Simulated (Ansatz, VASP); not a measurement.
# Mn in VASP and in Ansatz

```xyz
8
Lattice="4.4205 0.0000 0.0000 0.0000 4.4205 0.0000 0.0000 0.0000 4.4205" Properties=species:S:1:pos:R:3 pbc="T T T"
Mn    0.0000    0.0000    4.4205
Mn    2.2103    2.2103    2.2103
Mn    1.1051    0.0000    2.2103
Mn    3.3154    0.0000    2.2103
Mn    2.2103    1.1051    4.4205
Mn    2.2103    3.3154    4.4205
Mn    4.4205    2.2103    1.1051
Mn    4.4205    2.2103    3.3154
```

Alike in both runs: functional PBE; k mesh 6 × 6 × 6; occupations fermi-dirac, width 0.1 eV; no spin polarisation.

Ansatz relaxed the structure, and its values are those at the end. VASP's run is a single point on that final structure, the one shown.

|  | VASP | Ansatz |
| --- | --- | --- |
| version | VASP 6.6.1 | Ansatz 0.2.0 |
| potentials or method | VASP PAW PBE potentials, release 64 (Mn_pv), cutoff 520 eV | plane waves (420 eV) with PAW, scalar-relativistic |
| valence electrons in the cell | 104 | 120 |

```csv
,VASP,Ansatz,Ansatz less VASP
pressure (GPa),0.1,0.0,-0.06
```

With one functional, cell and mesh, what is left measures potentials, basis and numerics. VASP's potentials hold 104 valence electrons a cell and Ansatz's 120, so a difference there can come from the potentials and not from the codes.
